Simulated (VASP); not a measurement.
Set up this calculation in VASP 6.6.1, as the native input.

- Task: relaxation of cell and atoms
- Functional: PBE
- Dispersion: D3(BJ)
- Potentials or basis: VASP PAW PBE potentials, release 64 (Te, Be)
- Cutoff: 600 eV
- k mesh: 8 × 8 × 8
- Occupations: fermi-dirac, width 0.05 eV
- Spin: no spin polarisation
- Dipole correction: no
- Further INCAR settings: ALGO = Normal; EDIFF = 1e-06; IBRION = 2; EDIFFG = -0.01; NSW = 60; ISIF = 3

The structure of BeTe lies in POSCAR:

```
BeTe
1.0
    0.0000000000      2.7700000000      2.7700000000
    2.7700000000      0.0000000000      2.7700000000
    2.7700000000      2.7700000000      0.0000000000
Te Be
1 1
Direct
    0.7500000000      0.7500000000      0.7500000000
    0.0000000000      0.0000000000      0.0000000000
```

These files were run (other wordings do the same):

INCAR

```
ALGO = Normal
EDIFF = 1E-6
EDIFFG = -0.01
ENCUT = 600
GGA = PE
IBRION = 2
ISIF = 3
ISMEAR = -1
IVDW = 12
LASPH = True
LCHARG = False
LREAL = False
LWAVE = False
NELM = 100
NSW = 60
PREC = Accurate
SIGMA = 0.05
```

KPOINTS

```
k-points
0
Gamma
  8 8 8
```

Potentials or basis: VASP PAW PBE potentials, release 64 (Te, Be).

The run is started by

```console
$ cat potpaw_PBE.64/Te/POTCAR potpaw_PBE.64/Be/POTCAR > POTCAR
$ mpirun -np 1 vasp_std > vasp.out
```

It gave:

- Relaxed volume: 21.79 Å³/atom
- Relaxed cell: a = 3.950 Å, b = 3.950 Å, c = 3.950 Å, α = 60.00°, β = 60.00°, γ = 60.00°
- Space group after relaxing (to 0.05 Å): F-43m (No. 216)
- Energy gained by relaxing: 2.6 meV/atom
- Ionic steps: 3
- Pressure after relaxing: 0.0 GPa
- Band gap on the k mesh: 1.91 eV, indirect (least direct gap 3.59 eV)
- Dispersion energy per atom: -0.347 eV

Caveat: spin-orbit coupling is left out, which moves the levels of the heavy elements.

Run time: 15 s on 1 thread of AMD EPYC 9R45 96-Core Processor (Zen 5) (shared host), peak memory 0.16 GiB.
